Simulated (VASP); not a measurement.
Write the native input for VASP 6.6.1 that does the following.

| Quantity | Value |
| --- | --- |
| Task | single point |
| Functional | PBE |
| Potentials or basis | VASP PAW PBE potentials, release 64 (I, Cu) |
| Cutoff | 520 eV |
| k mesh | 8 × 8 × 8 |
| Occupations | fermi-dirac, width 0.05 eV |
| Spin | no spin polarisation |
| Dipole correction | no |
| Further INCAR settings | ALGO = Normal; EDIFF = 1e-07; NBANDS = 16 |

The structure of CuI lies in POSCAR:

```
CuI
1.0
    0.0000000000      2.8620890000      2.8620890000
    2.8620890000      0.0000000000      2.8620890000
    2.8620890000      2.8620890000      0.0000000000
I Cu
1 1
Direct
    0.5000000000      0.5000000000      0.5000000000
    0.0000000000      0.0000000000      0.0000000000
```

The input as run:

INCAR

```
PREC     = Accurate       # precision mode
ENCUT    = 520            # plane-wave cutoff, eV
EDIFF    = 1E-7           # SCF threshold, eV
ISMEAR   = -1             # smearing method
SIGMA    = 0.05           # smearing width, eV
LREAL    = False          # projectors in reciprocal space
LASPH    = True           # aspherical terms in the spheres
NELM     = 100            # most SCF steps
ALGO     = Normal         # electronic algorithm
ISIF     = 2              # what is computed and relaxed
LWAVE    = False          # write WAVECAR
LCHARG   = True           # write CHGCAR
GGA      = PE             # functional
LELF     = True           # ELF
LVHAR    = True         
NBANDS   = 16             # bands
```

KPOINTS

```
regular mesh
0
Gamma
  8 8 8
```

Potentials or basis: VASP PAW PBE potentials, release 64 (I, Cu).

Run with:

```console
$ cat potpaw_PBE.64/I/POTCAR potpaw_PBE.64/Cu/POTCAR > POTCAR
$ mpirun -np 1 vasp_std > vasp.out
```

It gave:

```yaml
Pressure: 0.4 GPa
Band_gap_on_the_k_mesh: zero (band 9 reaches 6.22 eV, above the bottom of band 10 at 5.77 eV)
```

Caveat: spin-orbit coupling is left out, which moves the levels of the heavy elements; semilocal functionals often make such compounds metallic where correlation or magnetic order opens a gap, which also shifts bond lengths.

Run time: 12 s on 1 thread of Intel(R) Xeon(R) 6975P-C (Granite Rapids), with other jobs on the host, peak memory 0.18 GiB.
